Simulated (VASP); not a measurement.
# V (P6/mmm) in VASP: notebook

Runs on V. Level: RPBE. Tasks: single point.

Program: VASP 6.6.1. These are calculated values, not measurements. Logs are shortened: lines on timing, memory, paths and dates and some standing lists are left out, and cuts for length are marked.

### Step 1. The cell of the first run

The structure is hexagonal, space group P6/mmm (No. 191). The conventional cell has a = 4.602 Å, b = 4.602 Å, c = 2.477 Å, α = 90.00°, β = 90.00°, γ = 120.00°. V (site symmetry 6/mmm) has 14 V at 2.48 to 2.93 Å within 3.3 Å. V (site symmetry -6m2) has 11 V at 2.48 to 2.93 Å within 3.3 Å.

This isn't the form of V at room conditions, which is bcc.

### Step 2. Single point, RPBE (15.14 Å³/atom)

INCAR

```
SYSTEM = V
PREC = Accurate
ENCUT = 520
EDIFF = 1E-6
ISMEAR = -1
SIGMA = 0.1
LREAL = .FALSE.
LASPH = .TRUE.
NELM = 80
ALGO = Normal
ISIF = 2
LWAVE = .FALSE.
LCHARG = .FALSE.
GGA = RP
NBANDS = 26
```

KPOINTS

```
Automatic mesh
0
G
  9 9 15
  0 0 0
```

POSCAR

```
V
1.0
    4.6017317162      0.0000000000      0.0000000000
   -2.3008658581      3.9852165676      0.0000000000
    0.0000000000      0.0000000000      2.4766938687
V
3
Direct
    0.0000000000      1.0000000000      0.0000000000
    0.3333333333      0.6666666667      0.5000000000
    0.6666666667      0.3333333333      0.5000000000
```

Potentials or basis: VASP PAW PBE potentials, release 64 (V_sv).

The run is started by

```bash
$ cat potpaw_PBE.64/V_sv/POTCAR > POTCAR
$ mpirun -np 1 vasp_std > vasp.out
```

OUTCAR:

```text
SYSTEM = V
   PREC = Accurate
   ENCUT = 520
   EDIFF = 1E-6
   ISMEAR = -1
   LREAL = .FALSE.
   LASPH = .TRUE.
   NELM = 80
   ISIF = 2
   GGA = RP

 ion  position               nearest neighbor table
   1  0.000  0.000  0.000-
   2  0.333  0.667  0.500-   3 2.66   3 2.66   3 2.66
   3  0.667  0.333  0.500-   2 2.66   2 2.66   2 2.66

  LATTYP: Found a hexagonal cell.
 ALAT       =     4.6017317162
 C/A-ratio  =     0.5382090964

  Lattice vectors:

 A1 = (   4.6017317162,   0.0000000000,   0.0000000000)
 A2 = (  -2.3008658581,   3.9852165676,   0.0000000000)
 A3 = (   0.0000000000,   0.0000000000,   2.4766938687)

Analysis of symmetry for initial positions (statically):
=====================================================================
 Subroutine PRICEL returns:
 Original cell was already a primitive cell.

 Routine SETGRP: Setting up the symmetry group for a
 hexagonal supercell.

 Subroutine GETGRP returns: Found 24 space group operations
 (whereof 24 operations were pure point group operations)
 out of a pool of 24 trial point group operations.

The static configuration has the point symmetry D_6h.

Analysis of symmetry for dynamics (positions and initial velocities):
=====================================================================
 Subroutine PRICEL returns:
 Original cell was already a primitive cell.

 Routine SETGRP: Setting up the symmetry group for a
 hexagonal supercell.

 Subroutine GETGRP returns: Found 24 space group operations
 (whereof 24 operations were pure point group operations)
 out of a pool of 24 trial point group operations.

The dynamic configuration has the point symmetry D_6h.

 Subroutine INISYM returns: Found 24 space group operations
 (whereof 24 operations are pure point group operations),
 and found     1 'primitive' translations

----------------------------------------------------------------------------------------

                                     Primitive cell

  volume of cell :      45.4198

  direct lattice vectors                    reciprocal lattice vectors
     4.601731716  0.000000000  0.000000000     0.217309496  0.125463696  0.000000000
    -2.300865858  3.985216568  0.000000000     0.000000000  0.250927392  0.000000000
     0.000000000  0.000000000  2.476693869     0.000000000  0.000000000  0.403764071

  length of vectors
     4.601731716  4.601731716  2.476693869     0.250927392  0.250927392  0.403764071

  position of ions in fractional coordinates (direct lattice)
     0.000000000  0.000000000  0.000000000
     0.333333333  0.666666667  0.500000000
     0.666666667  0.333333333  0.500000000

  ion indices of the primitive-cell ions
   primitive index   ion index
                 1           1
                 2           2
                 3           3

----------------------------------------------------------------------------------------

 KPOINTS: Automatic mesh

Automatic generation of k-mesh.
 Grid dimensions read from file:
 generate k-points for:    9    9   15

 Generating k-lattice:

  Cartesian coordinates                     Fractional coordinates (reciprocal lattice)
     0.024145500  0.013940411  0.000000000     0.111111111  0.000000000  0.000000000
     0.000000000  0.027880821  0.000000000     0.000000000  0.111111111  0.000000000
     0.000000000  0.000000000  0.026917605     0.000000000  0.000000000  0.066666667

  Length of vectors
     0.027880821  0.027880821  0.026917605

  Shift w.r.t. Gamma in fractional coordinates (k-lattice)
     0.000000000  0.000000000  0.000000000

 Subroutine IBZKPT returns following result:
 ===========================================

 Found     96 irreducible k-points:

 Following reciprocal coordinates:
            Coordinates               Weight
  0.000000  0.000000  0.000000      1.000000
  0.111111 -0.000000  0.000000      6.000000
  0.222222 -0.000000  0.000000      6.000000
  0.333333 -0.000000  0.000000      6.000000
  0.444444 -0.000000  0.000000      6.000000
  0.111111  0.111111  0.000000      6.000000
[... 16 lines left out ...]
  0.333333  0.222222  0.066667     24.000000
  0.333333  0.333333  0.066667      4.000000
 [... further k-points ...]
   k-points           NKPTS =     96   k-points in BZ     NKDIM =     96   number of bands    NBANDS=     26
   number of dos      NEDOS =    301   number of ions     NIONS =      3
   total plane-waves  NPLWV =  23328
   dimension x,y,z NGX =    36 NGY =   36 NGZ =   18
   dimension x,y,z NGXF=    72 NGYF=   72 NGZF=   36
   ions per type =               3
   NGX,Y,Z   is equivalent  to a cutoff of  13.01, 13.01, 12.08 a.u.
   NGXF,Y,Z  is equivalent  to a cutoff of  26.01, 26.01, 24.16 a.u.
 SYSTEM =  V
   PREC   = accura    normal or accurate (medium, high low for compatibility)
   ISTART =      0    job   : 0-new  1-cont  2-samecut
   ICHARG =      2    charge: 1-file 2-atom 10-const
   ISPIN  =      1    spin polarized calculation?
   LNONCOLLINEAR =      F non collinear calculations
   LSORBIT =      F    spin-orbit coupling
   LASPH  =      T    aspherical Exc in radial PAW
   ENCUT  =  520.0 eV  38.22 Ry    6.18 a.u.   8.56  8.56  4.61*2*pi/ulx,y,z
   NELM   =     80;   NELMIN=  2; NELMDL= -5     # of ELM steps
   EDIFF  = 0.1E-05   stopping-criterion for ELM
   LREAL  =      F    real-space projection
   EDIFFG = 0.1E-04   stopping-criterion for IOM
   NSW    =      0    number of steps for IOM
   IBRION =     -1    ionic relax: 0-MD 1-quasi-New 2-CG
   NFREE  =      0    steps in history (QN), initial steepest desc. (CG)
   ISIF   =      2    stress and relaxation
   ISYM   =      2    0-nonsym 1-usesym 2-fastsym
   POTIM  = 0.5000    time-step for ionic-motion
   TEBEG  =    0.0;   TEEND  =   0.0 temperature during run
   PSTRESS=    0.0 pullay stress
   NELECT =      39.0000    total number of electrons
   NUPDOWN=      -1.0000    fix difference up-down
   EMIN   =  10.00;   EMAX   =-10.00  energy-range for DOS
   EFERMI =   0.00;   METHOD = LEGACY
   ISMEAR =    -1;   SIGMA  =   0.10  broadening in eV -4-tet -1-fermi 0-gaus
   EFERMI_NEDOS =   21; number of points for ismear=-14 and -15
   IALGO  =     38    algorithm
   IMIX   =      4    mixing-type and parameters
     AMIX     =   0.40;   BMIX     =  1.00
     AMIX_MAG =   1.60;   BMIX_MAG =  1.00
  volume/ion in A,a.u.               =      15.14       102.17
  Fermi-wavevector in a.u.,A,eV,Ry     =   1.556018  2.940447 32.942302  2.421191
  Thomas-Fermi vector in A             =   2.659875
   LORBIT       =      0    0 simple, 1 ext, 2 COOP (PROOUT), +10 PAW based schemes
   GGA     = RP    functional components
   LHFCALC =     F    Hartree Fock is set to
   AEXX    =    0.0000 exact exchange contribution
   IVDW    =     0    specifies the selected vdW correction
   LEPSILON=     F    determine dielectric tensor
   LRPA    =     F    only Hartree local field effects (RPA)
 non-spin polarized calculation
  energy-cutoff  :      520.00
  volume of cell :       45.42
 maximum number of plane-waves:      1275
 NGX is ok and might be reduce to    36
   NGX = 17   NGY = 17   NGZ =  9

 number of electron      39.0000009 magnetization

 Free energy of the ion-electron system (eV)
  ---------------------------------------------------
  ext. energy  EPLUGINS =         0.00000000
  ---------------------------------------------------
  free energy    TOTEN  =       -25.08780640 eV

  energy without entropy =      -24.94511168  energy(sigma->0) =      -25.01645904

 E-fermi :   8.6358     XC(G=0): -12.1465

 val. band max:        8.6294663285   @ k =   0.3333   0.2222   0.2000
 cond. band min:       8.6364880657   @ k =   0.4444  -0.0000   0.2667
 fundamental gap:      0.0070217371
 Fermi energy:         8.6357569544

 k-point     1 :       0.0000    0.0000    0.0000
  band No.  band energies     occupation
      1     -55.5918      2.00000
      2     -55.5085      2.00000
      3     -55.4596      2.00000
      4     -29.4512      2.00000
      5     -29.4512      2.00000
      6     -29.3886      2.00000
[... 18 lines left out ...]
     25      10.6741      0.00000
     26      10.6741      0.00000

 k-point     2 :       0.1111   -0.0000    0.0000
  band No.  band energies     occupation
      1     -55.5882      2.00000
      2     -55.5096      2.00000
      3     -55.4622      2.00000
      4     -29.4845      2.00000
      5     -29.4736      2.00000
      6     -29.3515      2.00000
[... 18 lines left out ...]
     25      10.8667      0.00000
     26      10.8865      0.00000

 k-point     3 :       0.2222   -0.0000    0.0000
  band No.  band energies     occupation
      1     -55.5781      2.00000
      2     -55.5125      2.00000
      3     -55.4695      2.00000
      4     -29.5288      2.00000
      5     -29.4838      2.00000
      6     -29.2961      2.00000
[... 18 lines left out ...]
     25      11.0635      0.00000
     26      11.1204      0.00000

 k-point     4 :       0.3333   -0.0000    0.0000
  band No.  band energies     occupation
      1     -55.5637      2.00000
      2     -55.5171      2.00000
      3     -55.4794      2.00000
      4     -29.5623      2.00000
      5     -29.4594      2.00000
      6     -29.2513      2.00000
[... 18 lines left out ...]
     25      11.2039      0.00000
     26      11.2480      0.00000
[... 496 lines left out ...]
      1     -55.5507      2.00000
      2     -55.5116      2.00000
      3     -55.4806      2.00000
      4     -29.5209      2.00000
      5     -29.4842      2.00000
      6     -29.2831      2.00000
[... 18 lines left out ...]
     25      10.8741      0.00000
     26      11.2691      0.00000

 k-point    23 :       0.3333    0.2222    0.0667
  band No.  band energies     occupation
      1     -55.5410      2.00000
      2     -55.5113      2.00000
      3     -55.4907      2.00000
      4     -29.5211      2.00000
      5     -29.4410      2.00000
      6     -29.3595      2.00000
[... 18 lines left out ...]
     25      10.6285      0.00000
     26      10.9997      0.00000

 k-point    24 :       0.3333    0.3333    0.0667
  band No.  band energies     occupation
      1     -55.5384      2.00000
      2     -55.5023      2.00000
      3     -55.5023      2.00000
      4     -29.4896      2.00000
      5     -29.4241      2.00000
      6     -29.4241      2.00000
[... 18 lines left out ...]
     25      10.7186      0.00000
     26      10.7186      0.00000

 [... further k-points ...]
[... 5 lines left out ...]
  --------------------------------------------------------------------------------------
  -------------------------------------------------------------------------------------
  Total       -3.0535607     -3.0535607     -3.0283115      0.0000000      0.0000000      0.0000000
  in kB     -107.7138614   -107.7138614   -106.8231987      0.0000000      0.0000000      0.0000000
  external PRESSURE =    -107.4169738 kB  Pullay stress =       0.0000000 kB

 VOLUME and BASIS-vectors are now :
 -----------------------------------------------------------------------------
  energy-cutoff  :      520.00
  volume of cell :       45.42
      direct lattice vectors                 reciprocal lattice vectors
     4.601731716  0.000000000  0.000000000     0.217309496  0.125463696  0.000000000
    -2.300865858  3.985216568  0.000000000     0.000000000  0.250927392  0.000000000
     0.000000000  0.000000000  2.476693869     0.000000000  0.000000000  0.403764071

 POSITION                                       TOTAL-FORCE (eV/Angst)
 -----------------------------------------------------------------------------------
      0.00000      0.00000      0.00000        -0.000000      0.000000     -0.000000
     -0.00000      2.65681      1.23835        -0.000000      0.000000      0.000000
      2.30087      1.32841      1.23835         0.000000     -0.000000     -0.000000
 -----------------------------------------------------------------------------------
    total drift:                                0.000000      0.000000     -0.000000

  FREE ENERGIE OF THE ION-ELECTRON SYSTEM (eV)
  ---------------------------------------------------
  free  energy   TOTEN  =       -25.0878064043 eV

  energy  without entropy=      -24.9451116832  energy(sigma->0) =      -25.01645904
```

Wall time 2.8 min (1 thread of Intel Xeon 8259CL, shared host); peak memory 0.22 GiB.

What came out:

```
Free energy            : -25.0878 eV
Pressure               : -10.7 GPa
Band gap on the k mesh : zero (an odd number of electrons rules out a gap without spin polarisation)
```

Stress tensor (GPa, compression positive):
```
-10.77   0.00   0.00
  0.00 -10.77   0.00
  0.00   0.00 -10.68
```

Caveat: the cell stands under tension; the PAW data sets were made with another functional, which shifts forces and pressure a little.

### Step 3. Single point, RPBE (15.70 Å³/atom)

This run uses another cell than the first one, of 15.70 Å³/atom.

INCAR

```
SYSTEM = V
ALGO = Normal ; EDIFF = 1E-7
ENCUT = 520 ; GGA = RP
ISIF = 2 ; ISMEAR = -1
LASPH = .True. ; LCHARG = .True.
LELF = .True. ; LREAL = .False.
LVHAR = .True. ; LWAVE = .False.
NBANDS = 26 ; NELM = 80
PREC = Accurate ; SIGMA = 0.1
```

KPOINTS

```
k-points
0
Gamma
  9 9 15
  0 0 0
```

POSCAR

```
V
1.0
    4.6578559270      0.0000000000      0.0000000000
   -2.3289279635      4.0338215599      0.0000000000
    0.0000000000      0.0000000000      2.5069004294
V
3
Direct
    0.0000000000      1.0000000000      0.0000000000
    0.3333333333      0.6666666667      0.5000000000
    0.6666666667      0.3333333333      0.5000000000
```

Potentials or basis: VASP PAW PBE potentials, release 64 (V_sv).

The run is started by

```bash
$ cat potpaw_PBE.64/V_sv/POTCAR > POTCAR
$ mpirun -np 1 vasp_std > vasp.out
```

It took 3 min on 1 thread of Intel Xeon 8259CL, shared host; peak memory 0.22 GiB.

It converged, with:

| Item | Value |
| --- | --- |
| Free energy | -24.9537 eV |
| Pressure | -14.8 GPa |
| Band gap on the k mesh | zero (an odd number of electrons rules out a gap without spin polarisation) |

Stress tensor (GPa, compression positive):
```
-14.72   0.00   0.00
  0.00 -14.72   0.00
  0.00   0.00 -14.87
```

Levels at points of the mesh, in eV from the Fermi level:
```
           k point  band 18  band 19  band 20  band 21  band 22  band 23
(0.00, 0.00, 0.00)    -1.22    -1.22    -0.70     0.44     0.44     1.94
```

Caveat: the cell stands under tension; the PAW data sets were made with another functional, which shifts forces and pressure a little.

[end of part 1 of 2]
